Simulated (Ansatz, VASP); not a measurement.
**One calculation of BN, two programs**

The input INCAR:

```
PREC = Accurate
ENCUT = 600
EDIFF = 1E-6
ISMEAR = 0
SIGMA = 0.01
LREAL = False
LASPH = True
NELM = 120
ALGO = Normal
ISIF = 2
LWAVE = False
LCHARG = True
GGA = PE
LELF = True
LVHAR = True
NBANDS = 11
GGA_COMPAT = False
```

KPOINTS

```
Automatic mesh
0
Gamma
  10 10 10
```

The input POSCAR:

```
BN
1.0
    0.0000000000      1.7426292627      1.7426292627
    1.7426292627      0.0000000000      1.7426292627
    1.7426292627      1.7426292627      0.0000000000
B N
1 1
Direct
    0.0000000000      0.0000000000      0.0000000000
    0.2500000000      0.2500000000      0.2500000000
```

Input for Ansatz:

```yaml
crystal:
  lattice:
    - [0.0, 1.7426292627, 1.7426292627]
    - [1.7426292627, 0.0, 1.7426292627]
    - [1.7426292627, 1.7426292627, 0.0]
  atoms:
    - { symbol: B, position: [0.0, 0.0, 0.0] }
    - { symbol: "N", position: [0.25, 0.25, 0.25] }
scf:
  occupations: { method: fixed }
output:
  forces: true
  stress: true
  eigenvalues: true
hamiltonian:
  xc: pbe
basis:
  ecutwfc: 600
kpoints:
  mp_grid: { grid: [10, 10, 10] }
```

Alike in both runs: task single point; functional PBE; k mesh 10 × 10 × 10; no spin polarisation.

|  | VASP | Ansatz |
| --- | --- | --- |
| version | VASP 6.6.1 | Ansatz 0.2.0 |
| potentials or method | VASP PAW PBE potentials, release 64 (B, N), cutoff 600 eV | scalar-relativistic, plane waves, PAW |
| occupations | gaussian, width 0.01 eV | fixed |
| valence electrons in the cell | 8 | 8 |

Ansatz gave:

| Item | Value |
| --- | --- |
| gap on the k mesh at the Fermi level (eV) | 4.58 |
| least direct gap on the mesh (eV) | 9.36 |

Question: What did VASP give for the same quantities?

Answer: gap on the k mesh at the Fermi level (eV): 4.57; least direct gap on the mesh (eV): 9.34.
